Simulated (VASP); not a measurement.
# SrCl2 (P1) in VASP: a series of runs

SrCl2 is run at these levels: PBE; tasks: single point.

Program: VASP 6.6.1. These are calculated values, not measurements. Logs are shortened: lines on timing, memory, paths and dates and some standing lists are left out, and cuts for length are marked.

### 1 The cell of the first run

The typed cell holds 12 atoms: a = 8.903 Å, b = 8.903 Å, c = 5.652 Å, α = 90.00°, β = 90.00°, γ = 120.00°.

### 2 Single point, PBE

Contents of INCAR:

```
SYSTEM = SrCl2
PREC     = Accurate       ! precision mode
ENCUT    = 520            ! plane-wave cutoff, eV
EDIFF    = 1E-7           ! SCF threshold, eV
ISMEAR   = -1             ! smearing method
SIGMA    = 0.052          ! smearing width, eV
LREAL    = .FALSE.        ! projectors in reciprocal space
LASPH    = .TRUE.         ! aspherical terms in the spheres
NELM     = 60             ! most SCF steps
ALGO     = Normal         ! electronic algorithm
ISIF     = 2              ! what is computed and relaxed
LWAVE    = .FALSE.        ! write WAVECAR
LCHARG   = .FALSE.        ! write CHGCAR
GGA      = PE             ! functional
NBANDS   = 60             ! bands
```

Contents of KPOINTS:

```
regular mesh
0
G
  3 3 2
  0 0 0
```

Contents of POSCAR:

```
SrCl2
1.0
    8.9026140000      0.0000000000      0.0000000000
   -4.4513070000      7.7098900000      0.0000000000
    0.0000000000      0.0000000000      5.6520080000
Sr Cl
4 8
Direct
   -0.0153368993      0.0011343871     -0.0165910947
    0.0086247278      0.5044865750      0.0339180341
    0.5010179671      0.0028817532     -0.0226383261
    0.4876058416      0.4902300811     -0.0031868320
    0.1657600843      0.3249746754      0.2476339382
    0.3328817250      0.1616467939      0.7704642315
    0.1616065176      0.8369252998      0.2689076165
    0.3399421301      0.6696881538      0.7531592312
    0.6705989822      0.3269581019      0.2812731334
    0.8618914533      0.1844507509      0.7688642691
    0.6851732405      0.8373385353      0.2492754787
    0.8040699287      0.6454866412      0.7092028178
```

Potentials or basis: VASP PAW PBE potentials, release 64 (Sr_sv, Cl).

Command:

```console
> cat potpaw_PBE.64/Sr_sv/POTCAR potpaw_PBE.64/Cl/POTCAR > POTCAR
> mpirun -np 1 vasp_std > vasp.out
```

OUTCAR:

```text
SYSTEM = SrCl2
   PREC = Accurate
   ENCUT = 520
   EDIFF = 1E-7
   ISMEAR = -1
   LREAL = .FALSE.
   LASPH = .TRUE.
   NELM = 60
   ISIF = 2
   GGA = PE

 ion  position               nearest neighbor table
   1  0.985  0.001  0.983-  10 2.67  11 2.76   5 2.91   6 2.94   7 3.09  12 3.15   3 4.31   2 4.39
                             4 4.42   4 4.49   2 4.54   3 4.59
   2  0.009  0.504  0.034-   5 2.86  10 2.89   7 2.89   9 2.96   8 3.01  12 3.25   4 4.33   1 4.39
                             3 4.42   3 4.50   1 4.54   4 4.58
   3  0.501  0.003  0.977-   6 2.78   8 2.86  10 3.02   9 3.03   7 3.09  11 3.10   1 4.31   4 4.40
                             2 4.42   2 4.50   4 4.51   1 4.59
   4  0.488  0.490  0.997-   6 2.84   5 2.86   8 2.88  12 2.93  11 3.04   9 3.12   2 4.33   3 4.40
                             1 4.42   1 4.49   3 4.51   2 4.58
   5  0.166  0.325  0.248-   4 2.86   2 2.86   1 2.91
   6  0.333  0.162  0.770-   3 2.78   4 2.84   1 2.94
   7  0.162  0.837  0.269-   2 2.89   1 3.09   3 3.09
   8  0.340  0.670  0.753-   3 2.86   4 2.88   2 3.01
   9  0.671  0.327  0.281-   2 2.96   3 3.03   4 3.12
  10  0.862  0.184  0.769-   1 2.67   2 2.89   3 3.02
  11  0.685  0.837  0.249-   1 2.76   4 3.04   3 3.10
  12  0.804  0.645  0.709-   4 2.93   1 3.15   2 3.25

  LATTYP: Found a hexagonal cell.
 ALAT       =     8.9026140000
 C/A-ratio  =     0.6348706122

  Lattice vectors:

 A1 = (   8.9026140000,   0.0000000000,   0.0000000000)
 A2 = (  -4.4513070000,   7.7098900000,   0.0000000000)
 A3 = (   0.0000000000,   0.0000000000,   5.6520080000)

Analysis of symmetry for initial positions (statically):
=====================================================================
 Subroutine PRICEL returns:
 Original cell was already a primitive cell.

 Routine SETGRP: Setting up the symmetry group for a
 hexagonal supercell.

 Subroutine GETGRP returns: Found  1 space group operations
 (whereof  1 operations were pure point group operations)
 out of a pool of 24 trial point group operations.

The static configuration has the point symmetry C_1 .

Analysis of symmetry for dynamics (positions and initial velocities):
=====================================================================
 Subroutine PRICEL returns:
 Original cell was already a primitive cell.

 Routine SETGRP: Setting up the symmetry group for a
 hexagonal supercell.

 Subroutine GETGRP returns: Found  1 space group operations
 (whereof  1 operations were pure point group operations)
[... 117 lines left out ...]
   PSTRESS=    0.0 pullay stress
   NELECT =      96.0000    total number of electrons
   NUPDOWN=      -1.0000    fix difference up-down
   EMIN   =  10.00;   EMAX   =-10.00  energy-range for DOS
   EFERMI =   0.00;   METHOD = LEGACY
   ISMEAR =    -1;   SIGMA  =   0.05  broadening in eV -4-tet -1-fermi 0-gaus
   EFERMI_NEDOS =   21; number of points for ismear=-14 and -15
   IALGO  =     38    algorithm
   IMIX   =      4    mixing-type and parameters
     AMIX     =   0.40;   BMIX     =  1.00
     AMIX_MAG =   1.60;   BMIX_MAG =  1.00
  volume/ion in A,a.u.               =      32.33       218.16
  Fermi-wavevector in a.u.,A,eV,Ry     =   1.027801  1.942262 14.372856  1.056375
  Thomas-Fermi vector in A             =   2.161765
   LORBIT       =      0    0 simple, 1 ext, 2 COOP (PROOUT), +10 PAW based schemes
   GGA     = PE    functional components
   LHFCALC =     F    Hartree Fock is set to
   AEXX    =    0.0000 exact exchange contribution
   IVDW    =     0    specifies the selected vdW correction
   LEPSILON=     F    determine dielectric tensor
   LRPA    =     F    only Hartree local field effects (RPA)
 non-spin polarized calculation
  energy-cutoff  :      520.00
  volume of cell :      387.94
 maximum number of plane-waves:     10497
 NGX is ok and might be reduce to    70
   NGX = 33   NGY = 33   NGZ = 21

 number of electron      96.0000000 magnetization

 Free energy of the ion-electron system (eV)
  ---------------------------------------------------
  ext. energy  EPLUGINS =         0.00000000
  ---------------------------------------------------
  free energy    TOTEN  =       -49.88727737 eV

  energy without entropy =      -49.88727737  energy(sigma->0) =      -49.88727737

 E-fermi :   0.4561     XC(G=0):  -7.6853

 val. band max:       -0.7440813872   @ k =   0.0000   0.0000   0.0000
 cond. band min:       4.0918271839   @ k =   0.0000   0.0000   0.0000
 fundamental gap:      4.8359085711
 Fermi energy:         0.4561132814

 k-point     1 :       0.0000    0.0000    0.0000
  band No.  band energies     occupation
      1     -33.9234      2.00000
      2     -33.8081      2.00000
      3     -33.6682      2.00000
      4     -33.5092      2.00000
      5     -16.1833      2.00000
      6     -16.1539      2.00000
[... 619 lines left out ...]
     59       6.3640      0.00000
     60       6.3838      0.00000

------------------------ aborting loop because EDIFF is reached ----------------------------------------

  FORCE on cell =-STRESS in cart. coord.  units (eV):
  Direction    XX          YY          ZZ          XY          YZ          ZX
  --------------------------------------------------------------------------------------
  -------------------------------------------------------------------------------------
  Total        1.2011434      0.9472633      0.6720433     -0.8976872     -0.4407242      0.2556043
  in kB        4.9606314      3.9121257      2.7754878     -3.7073804     -1.8201576      1.0556264
  external PRESSURE =       3.8827483 kB  Pullay stress =       0.0000000 kB

 VOLUME and BASIS-vectors are now :
 -----------------------------------------------------------------------------
  energy-cutoff  :      520.00
  volume of cell :      387.94
      direct lattice vectors                 reciprocal lattice vectors
     8.902614000  0.000000000  0.000000000     0.112326559  0.064851768  0.000000000
    -4.451307000  7.709890000  0.000000000     0.000000000  0.129703537  0.000000000
     0.000000000  0.000000000  5.652008000     0.000000000  0.000000000  0.176928270

 POSITION                                       TOTAL-FORCE (eV/Angst)
 -----------------------------------------------------------------------------------
      8.76103      0.00875      5.55824         1.091146     -0.749288      0.131115
     -2.16884      3.88954      0.19171        -0.517846      0.199661     -0.092418
      4.44754      0.02222      5.52406         0.294500      0.045851      0.566586
      2.15880      3.77962      5.63400         0.656911      0.344654      0.208082
      0.02914      2.50552      1.39963        -0.007977      0.044690      0.153205
      2.24398      1.24628      4.35467        -0.201933      0.013697     -0.246017
     -2.28669      6.45260      1.51987         0.159740      0.104231     -0.464213
      0.04539      5.16322      4.25686        -0.192331     -0.102615      0.105149
      4.51469      2.52081      1.58976        -0.077505     -0.143676     -0.635801
      6.85204      1.42209      4.34563        -0.840275      0.238422     -0.421601
      2.37258      6.45579      1.40891        -0.617904     -0.167057     -0.130896
      4.28506      4.97663      4.00842         0.253475      0.171430      0.826810
 -----------------------------------------------------------------------------------
    total drift:                               -0.000133      0.000008      0.000201

  FREE ENERGIE OF THE ION-ELECTRON SYSTEM (eV)
  ---------------------------------------------------
  free  energy   TOTEN  =       -49.8872773654 eV

  energy  without entropy=      -49.8872773653  energy(sigma->0) =      -49.88727737
```

It took 4.9 min on 1 thread of Intel Xeon 6975P-C (Granite Rapids), shared host; peak memory 0.56 GiB.

What came out:

```yaml
Free_energy: -49.8873 eV
Pressure: 0.4 GPa
Largest_force: 1.330 eV/Å
Band_gap_on_the_k_mesh: 4.84 eV
```

Forces in eV/Å, atoms in the order of the input:
```
Sr   1.091 -0.749  0.131
Sr  -0.518  0.200 -0.092
Sr   0.294  0.046  0.567
Sr   0.657  0.345  0.208
Cl  -0.008  0.045  0.153
Cl  -0.202  0.014 -0.246
Cl   0.160  0.104 -0.464
Cl  -0.192 -0.103  0.105
Cl  -0.078 -0.144 -0.636
Cl  -0.840  0.238 -0.422
Cl  -0.618 -0.167 -0.131
Cl   0.253  0.171  0.827
```

Caveat: the k points lie up to 0.56 Å⁻¹ apart; the atoms stand as in a frame of molecular dynamics; forces of over 1 eV/Å act on the atoms, so gaps and moduli don't describe the material at rest.

### 3 Single point, PBE

This run uses another cell than the first one, of 33.20 Å³/atom.

Contents of INCAR:

```
PREC     = Accurate       # precision mode
ENCUT    = 520            # plane-wave cutoff, eV
EDIFF    = 1E-7           # SCF threshold, eV
ISMEAR   = -1             # smearing method
SIGMA    = 0.052          # smearing width, eV
LREAL    = False          # projectors in reciprocal space
LASPH    = True           # aspherical terms in the spheres
NELM     = 60             # most SCF steps
ALGO     = Normal         # electronic algorithm
ISIF     = 2              # what is computed and relaxed
LWAVE    = False          # write WAVECAR
LCHARG   = True           # write CHGCAR
GGA      = PE             # functional
LELF     = True           # ELF
LVHAR    = True         
NBANDS   = 60             # bands
```

Contents of KPOINTS:

```
Automatic mesh
0
Gamma
  3 3 2
```

Contents of POSCAR:

```
SrCl2
1.0
    8.9821350000      0.0000000000      0.0000000000
   -4.4910680000      7.7787570000      0.0000000000
    0.0000000000      0.0000000000      5.7024930000
Sr Cl
4 8
Direct
   -0.0167644308     -0.0048245497     -0.0190164197
    0.0115929596      0.5083693963      0.0448184680
    0.5041149290      0.0080894673     -0.0170097535
    0.4874511362      0.4883372755     -0.0015768542
    0.1589454410      0.3156194492      0.2517349868
    0.3257770600      0.1596156044      0.7555172799
    0.1592784039      0.8406871432      0.2745243177
    0.3347013685      0.6703596731      0.7600744096
    0.6693282294      0.3211947616      0.2677243094
    0.8610285291      0.1846791203      0.7754266423
    0.6910371898      0.8375654362      0.2411554034
    0.7907437601      0.6349657150      0.7177080270
```

Potentials or basis: VASP PAW PBE potentials, release 64 (Sr_sv, Cl).

Command:

```console
> cat potpaw_PBE.64/Sr_sv/POTCAR potpaw_PBE.64/Cl/POTCAR > POTCAR
> mpirun -np 1 vasp_std > vasp.out
```

It took 4.9 min on 1 thread of Intel Xeon 6975P-C (Granite Rapids), shared host; peak memory 0.55 GiB.

The run converged. Its results:

- Free energy: -49.9338 eV
- Pressure: -0.3 GPa
- Largest force: 1.085 eV/Å
- Band gap on the k mesh: 4.80 eV

Forces in eV/Å, atoms in the order of the input:
```
Sr   1.010 -0.389 -0.085
Sr  -0.362 -0.042 -0.120
Sr   0.120 -0.033  0.288
Sr   0.290  0.115  0.205
Cl   0.059  0.204 -0.032
Cl   0.062  0.028  0.100
Cl   0.183  0.027 -0.536
Cl  -0.089 -0.064  0.231
Cl  -0.139 -0.004 -0.427
Cl  -0.729  0.220 -0.280
Cl  -0.802 -0.299  0.022
Cl   0.398  0.237  0.633
```

Stress tensor (GPa, compression positive):
```
-0.29 -0.11 -0.29
-0.11 -0.49 -0.21
-0.29 -0.21 -0.06
```

Levels at points of the mesh, in eV from the valence-band top:
| k point | band 45 | band 46 | band 47 | band 48 | band 49 | band 50 | band 51 | band 52 |
| --- | --- | --- | --- | --- | --- | --- | --- | --- |
| (0.00, 0.00, 0.00) | -0.55 | -0.43 | -0.32 | 0.00 | 4.80 | 5.34 | 5.35 | 5.41 |
| (0.00, 0.00, 0.50) | -0.47 | -0.37 | -0.19 | -0.15 | 5.86 | 5.95 | 5.98 | 6.25 |

Caveat: the k points lie up to 0.55 Å⁻¹ apart; the atoms stand as in a frame of molecular dynamics; forces of over 1 eV/Å act on the atoms, so gaps and moduli don't describe the material at rest.
